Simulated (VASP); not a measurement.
# Si (Im-3m) in VASP: a series of runs, part 2 of 2

VASP 6.6.1. The steps go on from the part before.

## 3. Single point, PBE

This run uses another cell than the first one, of 14.96 Å³/atom.

Input file INCAR:

```
ALGO = Normal
EDIFF = 1E-6
ENCUT = 500
GGA = PE
GGA_COMPAT = F
ISIF = 2
ISMEAR = -1
LASPH = T
LCHARG = F
LREAL = F
LWAVE = F
NBANDS = 8
NELM = 120
PREC = Accurate
SIGMA = 0.06122561905347299
```

Input file KPOINTS:

```
k-points
0
Gamma
  50 50 50
```

Input file POSCAR:

```
Si
1.0
   -1.5522510822      1.5522510822      1.5522510822
    1.5522510822     -1.5522510822      1.5522510822
    1.5522510822      1.5522510822     -1.5522510822
Si
1
Direct
    0.0000000000      0.0000000000      0.0000000000
```

Potentials or basis: VASP PAW PBE potentials, release 64 (Si).

Launch:

```
$ cat potpaw_PBE.64/Si/POTCAR > POTCAR
$ mpirun -np 1 vasp_std > vasp.out
```

OUTCAR:

```text
EDIFF = 1E-6
   ENCUT = 500
   GGA = PE
   ISIF = 2
   ISMEAR = -1
   LASPH = T
   LREAL = F
   NELM = 120
   PREC = Accurate

 ion  position               nearest neighbor table
   1  0.000  0.000  0.000-

  LATTYP: Found a body centered cubic cell.
 ALAT       =     3.1045021644

  Lattice vectors:

 A1 = (  -1.5522510822,   1.5522510822,   1.5522510822)
 A2 = (   1.5522510822,  -1.5522510822,   1.5522510822)
 A3 = (   1.5522510822,   1.5522510822,  -1.5522510822)

Analysis of symmetry for initial positions (statically):
=====================================================================
 Subroutine PRICEL returns:
 Original cell was already a primitive cell.

 Routine SETGRP: Setting up the symmetry group for a
 body centered cubic supercell.

 Subroutine GETGRP returns: Found 48 space group operations
 (whereof 48 operations were pure point group operations)
 out of a pool of 48 trial point group operations.

The static configuration has the point symmetry O_h .

Analysis of symmetry for dynamics (positions and initial velocities):
=====================================================================
 Subroutine PRICEL returns:
 Original cell was already a primitive cell.

 Routine SETGRP: Setting up the symmetry group for a
 body centered cubic supercell.

 Subroutine GETGRP returns: Found 48 space group operations
 (whereof 48 operations were pure point group operations)
 out of a pool of 48 trial point group operations.

The dynamic configuration has the point symmetry O_h .

 Subroutine INISYM returns: Found 48 space group operations
 (whereof 48 operations are pure point group operations),
 and found     1 'primitive' translations

----------------------------------------------------------------------------------------

                                     Primitive cell

  volume of cell :      14.9605

  direct lattice vectors                    reciprocal lattice vectors
    -1.552251082  1.552251082  1.552251082     0.000000000  0.322112837  0.322112837
     1.552251082 -1.552251082  1.552251082     0.322112837  0.000000000  0.322112837
     1.552251082  1.552251082 -1.552251082     0.322112837  0.322112837  0.000000000

  length of vectors
     2.688577740  2.688577740  2.688577740     0.455536343  0.455536343  0.455536343

  position of ions in fractional coordinates (direct lattice)
     0.000000000  0.000000000  0.000000000

  ion indices of the primitive-cell ions
   primitive index   ion index
                 1           1

----------------------------------------------------------------------------------------

 KPOINTS: k-points

Automatic generation of k-mesh.
 Grid dimensions read from file:
 generate k-points for:   50   50   50

 Generating k-lattice:

  Cartesian coordinates                     Fractional coordinates (reciprocal lattice)
     0.000000000  0.006442257  0.006442257     0.020000000  0.000000000  0.000000000
     0.006442257  0.000000000  0.006442257     0.000000000  0.020000000  0.000000000
     0.006442257  0.006442257  0.000000000     0.000000000  0.000000000  0.020000000

  Length of vectors
     0.009110727  0.009110727  0.009110727

  Shift w.r.t. Gamma in fractional coordinates (k-lattice)
     0.000000000  0.000000000  0.000000000

 Subroutine IBZKPT returns following result:
 ===========================================

 Found   3107 irreducible k-points:

 Following reciprocal coordinates:
            Coordinates               Weight
  0.000000  0.000000  0.000000      1.000000
  0.020000  0.000000  0.000000     12.000000
  0.040000  0.000000  0.000000     12.000000
  0.060000  0.000000  0.000000     12.000000
  0.080000  0.000000  0.000000     12.000000
  0.100000  0.000000  0.000000     12.000000
[... 16 lines left out ...]
  0.440000  0.000000  0.000000     12.000000
  0.460000  0.000000  0.000000     12.000000
 [... further k-points ...]
   k-points           NKPTS =   3107   k-points in BZ     NKDIM =   3107   number of bands    NBANDS=      8
   number of dos      NEDOS =    301   number of ions     NIONS =      1
   total plane-waves  NPLWV =   8000
   dimension x,y,z NGX =    20 NGY =   20 NGZ =   20
   dimension x,y,z NGXF=    40 NGYF=   40 NGZF=   40
   ions per type =               1
   NGX,Y,Z   is equivalent  to a cutoff of  12.37, 12.37, 12.37 a.u.
   NGXF,Y,Z  is equivalent  to a cutoff of  24.73, 24.73, 24.73 a.u.
 SYSTEM =  unknown system
   PREC   = accura    normal or accurate (medium, high low for compatibility)
   ISTART =      0    job   : 0-new  1-cont  2-samecut
   ICHARG =      2    charge: 1-file 2-atom 10-const
   ISPIN  =      1    spin polarized calculation?
   LNONCOLLINEAR =      F non collinear calculations
   LSORBIT =      F    spin-orbit coupling
   LASPH  =      T    aspherical Exc in radial PAW
   ENCUT  =  500.0 eV  36.75 Ry    6.06 a.u.   4.90  4.90  4.90*2*pi/ulx,y,z
   NELM   =    120;   NELMIN=  2; NELMDL= -5     # of ELM steps
   EDIFF  = 0.1E-05   stopping-criterion for ELM
   LREAL  =      F    real-space projection
   EDIFFG = 0.1E-04   stopping-criterion for IOM
   NSW    =      0    number of steps for IOM
   IBRION =     -1    ionic relax: 0-MD 1-quasi-New 2-CG
   NFREE  =      0    steps in history (QN), initial steepest desc. (CG)
   ISIF   =      2    stress and relaxation
   ISYM   =      2    0-nonsym 1-usesym 2-fastsym
   POTIM  = 0.5000    time-step for ionic-motion
   TEBEG  =    0.0;   TEEND  =   0.0 temperature during run
   PSTRESS=    0.0 pullay stress
   NELECT =       4.0000    total number of electrons
   NUPDOWN=      -1.0000    fix difference up-down
   EMIN   =  10.00;   EMAX   =-10.00  energy-range for DOS
   EFERMI =   0.00;   METHOD = LEGACY
   ISMEAR =    -1;   SIGMA  =   0.06  broadening in eV -4-tet -1-fermi 0-gaus
   EFERMI_NEDOS =   21; number of points for ismear=-14 and -15
   IALGO  =     38    algorithm
   IMIX   =      4    mixing-type and parameters
     AMIX     =   0.40;   BMIX     =  1.00
     AMIX_MAG =   1.60;   BMIX_MAG =  1.00
  volume/ion in A,a.u.               =      14.96       100.96
  Fermi-wavevector in a.u.,A,eV,Ry     =   1.054661  1.993020 15.133892  1.112310
  Thomas-Fermi vector in A             =   2.189830
   LORBIT       =      0    0 simple, 1 ext, 2 COOP (PROOUT), +10 PAW based schemes
   GGA     = PE    functional components
   LHFCALC =     F    Hartree Fock is set to
   AEXX    =    0.0000 exact exchange contribution
   IVDW    =     0    specifies the selected vdW correction
   LEPSILON=     F    determine dielectric tensor
   LRPA    =     F    only Hartree local field effects (RPA)
 non-spin polarized calculation
  energy-cutoff  :      500.00
  volume of cell :       14.96
 maximum number of plane-waves:       394
   NGX =  9   NGY =  9   NGZ =  9

 number of electron       4.0000000 magnetization

 Free energy of the ion-electron system (eV)
  ---------------------------------------------------
  ext. energy  EPLUGINS =         0.00000000
  ---------------------------------------------------
  free energy    TOTEN  =        -4.90257336 eV

  energy without entropy =       -4.89668999  energy(sigma->0) =       -4.89963168

 E-fermi :   9.5966     XC(G=0): -11.0615

 val. band max:        9.5952488854   @ k =  -0.3200   0.5000   0.0400
 cond. band min:       9.5966394453   @ k =  -0.4200   0.4400   0.3600
 fundamental gap:      0.0013905599
 Fermi energy:         9.5966123417

 k-point     1 :       0.0000    0.0000    0.0000
  band No.  band energies     occupation
      1      -4.4033      2.00000
      2      20.7121      0.00000
      3      20.7121      0.00000
      4      20.7121      0.00000
      5      22.0507      0.00000
      6      22.0507      0.00000
      7      22.0507      0.00000
      8      25.6931      0.00000

 k-point     2 :       0.0200    0.0000    0.0000
  band No.  band energies     occupation
      1      -4.3912      2.00000
      2      20.5089      0.00000
      3      20.5485      0.00000
      4      20.6956      0.00000
      5      22.0075      0.00000
      6      22.1807      0.00000
      7      22.2346      0.00000
      8      25.5582      0.00000
[... 221 lines left out ...]
 k-point    23 :       0.4400    0.0000    0.0000
  band No.  band energies     occupation
      1       1.3439      2.00000
      2       4.8667      2.00000
      3      15.0472      0.00000
      4      17.3096      0.00000
      5      17.6509      0.00000
      6      19.4151      0.00000
      7      28.9909      0.00000
      8      29.6834      0.00000

 k-point    24 :       0.4600    0.0000    0.0000
  band No.  band energies     occupation
      1       1.8629      2.00000
      2       4.2407      2.00000
      3      14.9965      0.00000
      4      17.2535      0.00000
      5      17.6056      0.00000
      6      19.3624      0.00000
      7      29.2951      0.00000
      8      29.9429      0.00000

 [... further k-points ...]
[... 5 lines left out ...]
  --------------------------------------------------------------------------------------
  -------------------------------------------------------------------------------------
  Total       -0.1825489     -0.1825489     -0.1825489     -0.0000000      0.0000000     -0.0000000
  in kB      -19.5498759    -19.5498759    -19.5498759     -0.0000000      0.0000000     -0.0000000
  external PRESSURE =     -19.5498759 kB  Pullay stress =       0.0000000 kB

 VOLUME and BASIS-vectors are now :
 -----------------------------------------------------------------------------
  energy-cutoff  :      500.00
  volume of cell :       14.96
      direct lattice vectors                 reciprocal lattice vectors
    -1.552251082  1.552251082  1.552251082     0.000000000  0.322112837  0.322112837
     1.552251082 -1.552251082  1.552251082     0.322112837  0.000000000  0.322112837
     1.552251082  1.552251082 -1.552251082     0.322112837  0.322112837  0.000000000

 POSITION                                       TOTAL-FORCE (eV/Angst)
 -----------------------------------------------------------------------------------
      0.00000      0.00000      0.00000         0.000000      0.000000      0.000000
 -----------------------------------------------------------------------------------
    total drift:                                0.000000     -0.000000      0.000000

  FREE ENERGIE OF THE ION-ELECTRON SYSTEM (eV)
  ---------------------------------------------------
  free  energy   TOTEN  =        -4.9025733650 eV

  energy  without entropy=       -4.8966899906  energy(sigma->0) =       -4.89963168
```

OSZICAR:

```text
N       E                     dE             d eps       ncg     rms          rms(c)
DAV:   1    -0.253579440588E+01   -0.25358E+01   -0.17384E+03 52936   0.367E+02
DAV:   2    -0.490554364667E+01   -0.23697E+01   -0.22561E+01 74184   0.292E+01
DAV:   3    -0.491884926585E+01   -0.13306E-01   -0.13292E-01 56184   0.228E+00
DAV:   4    -0.491886285707E+01   -0.13591E-04   -0.13590E-04 79768   0.787E-02
DAV:   5    -0.491886285944E+01   -0.23709E-08   -0.31207E-08 56648   0.728E-04    0.247E+00
DAV:   6    -0.490842472566E+01    0.10438E-01   -0.38826E-03 52816   0.273E-01    0.136E+00
DAV:   7    -0.490258575753E+01    0.58390E-02   -0.76934E-03 53976   0.383E-01    0.130E-01
DAV:   8    -0.490257264377E+01    0.13114E-04   -0.39608E-05 74464   0.485E-02    0.131E-02
DAV:   9    -0.490257336499E+01   -0.72122E-06   -0.44602E-07 57608   0.390E-03
   1 F= -.49025734E+01 E0= -.48996317E+01  d E =-.588337E-02
```

Run time: 2.4 min. Hardware: 1 thread of Oxide Virtual Turin-like, shared host; peak memory 0.34 GiB.

What came out:

* Free energy: -4.9026 eV
* Pressure: -2.0 GPa
* Band gap on the k mesh: zero (bands 2 and 3 overlap by 15.08 eV)

Levels at points of the mesh, in eV from the Fermi level:
| k point | band 1 | band 2 | band 3 | band 4 | band 5 |
| --- | --- | --- | --- | --- | --- |
| (0.00, 0.00, 0.00) | -14.00 | 11.12 | 11.12 | 11.12 | 12.45 |
| (0.50, 0.00, 0.00) | -6.83 | -6.34 | 5.36 | 7.61 | 7.97 |
| (0.50, 0.50, 0.50) | -0.47 | -0.47 | -0.47 | 0.92 | 2.46 |

## 4. Single point, PBE

This run uses another cell than the first one, of 15.25 Å³/atom.

Input file INCAR:

```
PREC = Accurate
ENCUT = 500
EDIFF = 1E-6
ISMEAR = -1
SIGMA = 0.06122561905347299
LREAL = F
LASPH = T
NELM = 120
ALGO = Normal
ISIF = 2
LWAVE = F
LCHARG = T
GGA = PE
LELF = T
LVHAR = T
NBANDS = 8
GGA_COMPAT = F
```

Input file KPOINTS:

```
regular mesh
0
Gamma
  50 50 50
```

Input file POSCAR:

```
Si
1.0
   -1.5623309172      1.5623309172      1.5623309172
    1.5623309172     -1.5623309172      1.5623309172
    1.5623309172      1.5623309172     -1.5623309172
Si
1
Direct
    0.0000000000      0.0000000000      0.0000000000
```

Potentials or basis: VASP PAW PBE potentials, release 64 (Si).

Launch:

```
$ cat potpaw_PBE.64/Si/POTCAR > POTCAR
$ mpirun -np 1 vasp_std > vasp.out
```

OUTCAR:

```text
PREC = Accurate
   ENCUT = 500
   EDIFF = 1E-6
   ISMEAR = -1
   LREAL = F
   LASPH = T
   NELM = 120
   ISIF = 2
   GGA = PE

 ion  position               nearest neighbor table
   1  0.000  0.000  0.000-

  LATTYP: Found a body centered cubic cell.
 ALAT       =     3.1246618344

  Lattice vectors:

 A1 = (  -1.5623309172,   1.5623309172,   1.5623309172)
 A2 = (   1.5623309172,  -1.5623309172,   1.5623309172)
 A3 = (   1.5623309172,   1.5623309172,  -1.5623309172)

[... 432 lines left out ...]
  band No.  band energies     occupation
      1       1.6992      2.00000
      2       4.0648      2.00000
      3      14.6380      0.00000
      4      16.9932      0.00000
      5      17.2283      0.00000
      6      18.9888      0.00000
      7      28.8497      0.00000
      8      29.4573      0.00000

 [... further k-points ...]
[... 5 lines left out ...]
  --------------------------------------------------------------------------------------
  -------------------------------------------------------------------------------------
  Total       -0.3349288     -0.3349288     -0.3349288      0.0000000     -0.0000000     -0.0000000
  in kB      -35.1790446    -35.1790446    -35.1790446      0.0000000     -0.0000000     -0.0000000
  external PRESSURE =     -35.1790446 kB  Pullay stress =       0.0000000 kB

 VOLUME and BASIS-vectors are now :
 -----------------------------------------------------------------------------
  energy-cutoff  :      500.00
  volume of cell :       15.25
      direct lattice vectors                 reciprocal lattice vectors
    -1.562330917  1.562330917  1.562330917     0.000000000  0.320034632  0.320034632
     1.562330917 -1.562330917  1.562330917     0.320034632  0.000000000  0.320034632
     1.562330917  1.562330917 -1.562330917     0.320034632  0.320034632  0.000000000

 POSITION                                       TOTAL-FORCE (eV/Angst)
 -----------------------------------------------------------------------------------
      0.00000      0.00000      0.00000         0.000000     -0.000000      0.000000
 -----------------------------------------------------------------------------------
    total drift:                                0.000000     -0.000000      0.000000

  FREE ENERGIE OF THE ION-ELECTRON SYSTEM (eV)
  ---------------------------------------------------
  free  energy   TOTEN  =        -4.8975668369 eV

  energy  without entropy=       -4.8916153029  energy(sigma->0) =       -4.89459107
```

OSZICAR:

```text
N       E                     dE             d eps       ncg     rms          rms(c)
DAV:   1    -0.250715081799E+01   -0.25072E+01   -0.17329E+03 52904   0.366E+02
DAV:   2    -0.489979539307E+01   -0.23926E+01   -0.22783E+01 74544   0.291E+01
DAV:   3    -0.491349751697E+01   -0.13702E-01   -0.13684E-01 55928   0.230E+00
DAV:   4    -0.491351174748E+01   -0.14231E-04   -0.14231E-04 80000   0.814E-02
DAV:   5    -0.491351175156E+01   -0.40826E-08   -0.43712E-08 56856   0.842E-04    0.238E+00
DAV:   6    -0.490326784446E+01    0.10244E-01   -0.39545E-03 52480   0.275E-01    0.131E+00
DAV:   7    -0.489757729749E+01    0.56905E-02   -0.78048E-03 54256   0.384E-01    0.128E-01
DAV:   8    -0.489756608177E+01    0.11216E-04   -0.40948E-05 74784   0.490E-02    0.134E-02
DAV:   9    -0.489756683693E+01   -0.75516E-06   -0.45092E-07 57840   0.393E-03
   1 F= -.48975668E+01 E0= -.48945911E+01  d E =-.595153E-02
```

Run time: 2.5 min. Hardware: 1 thread of Oxide Virtual Turin-like, shared host; peak memory 0.35 GiB.

Results:

```yaml
Free_energy: -4.8976 eV
Pressure: -3.5 GPa
Band_gap_on_the_k_mesh: zero (bands 2 and 3 overlap by 14.75 eV)
```

Caveat: the cell stands under tension.

## 5. Summary

| cell | gap on the mesh (eV) | pressure (GPa) |
| --- | --- | --- |
| a = 2.671 Å, angles 109.5°, 1 atom | none | -0.2 |
| a = 2.689 Å, angles 109.5°, 1 atom | none | -2.0 |
| a = 2.706 Å, angles 109.5°, 1 atom | none | -3.5 |

Alike in all rows: task single point; level PBE; potentials or basis VASP PAW PBE potentials, release 64 (Si); no spin polarisation; k mesh 50 × 50 × 50; cutoff (eV) 500; smearing fermi-dirac 0.0612256 eV.

Caveats: the cell stands under tension (at least some runs).

Absolute energies hang on the potentials; compare differences alone.
